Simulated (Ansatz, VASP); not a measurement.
Two plane-wave programs on HfB2

Contents of POSCAR:

```
HfB2
1.0
    3.2116206424      0.0000000000      0.0000000000
   -1.6058103212      2.7813453010      0.0000000000
    0.0000000000      0.0000000000      3.5593757438
Hf B
1 2
Direct
    0.0000000000      0.0000000000      0.0000000000
    0.3333333333      0.6666666667      0.5000000000
    0.6666666667      0.3333333333      0.5000000000
```

The input INCAR.step1:

```
SYSTEM = HfB2
PREC = Accurate
ENCUT = 520
ISMEAR = 1
SIGMA = 0.1
LREAL = .FALSE.
LASPH = .TRUE.
NELM = 100
NBANDS = 15
GGA = PE
ALGO = Normal
EDIFF = 1E-4
LWAVE = .TRUE.
LCHARG = .FALSE.
```

File INCAR.step2:

```
SYSTEM = HfB2
PREC = Accurate
ENCUT = 520
EDIFF = 1E-7
ISMEAR = 1
SIGMA = 0.1
LREAL = .FALSE.
LASPH = .TRUE.
NELM = 100
ALGO = Normal
ISIF = 2
LWAVE = .FALSE.
LCHARG = .TRUE.
METAGGA = R2SCAN
LMIXTAU = .TRUE.
LELF = .TRUE.
LVHAR = .TRUE.
NBANDS = 15
ISTART = 1
```

File KPOINTS:

```
regular mesh
0
G
  10 10 8
  0 0 0
```

Input for Ansatz:

```yaml
crystal:
  lattice:
    - [3.2116206423567686, 0.0, 0.0]
    - [-1.6058103211783843, 2.7813453010107034, 0.0]
    - [0.0, 0.0, 3.559375743758457]
  atoms:
    - { symbol: Hf, position: [0.0, 0.0, 0.0] }
    - { symbol: B, position: [0.3333333333333333, 0.6666666666666666, 0.5] }
    - { symbol: B, position: [0.6666666666666666, 0.3333333333333333, 0.5] }
basis:
  ecutwfc: 600.0
kpoints:
  mp_grid:
    grid: [10, 10, 8]
hamiltonian:
  xc: r2scan
  pseudopotentials:
    kind: paw
scf:
  occupations:
    method: cold
    width: 0.1
output:
  stress: true
```

Alike in both runs: task single point; functional r2SCAN; k mesh 10 × 10 × 8; no spin polarisation.

|  | VASP | Ansatz |
| --- | --- | --- |
| version | VASP 6.6.1 | Ansatz 0.2.0 |
| potentials or method | VASP PAW PBE potentials, release 64 (Hf_pv, B), cutoff 520 eV | plane waves, PAW |
| occupations | methfessel-paxton of order 1, width 0.1 eV | cold, width 0.1 eV |
| valence electrons in the cell | 16 | 32 |

```csv
,VASP,Ansatz,Ansatz less VASP
pressure (GPa),-16.5,-15.8,+0.72
"traceless stress, the component that is largest in VASP (GPa)",2.18,2.21,+0.035
```

VASP's potentials were made for PBE, not for r2SCAN. VASP's potentials hold 16 valence electrons a cell and Ansatz's 32, so a difference there can come from the potentials and not from the codes.

Neither program's run includes spin-orbit coupling.
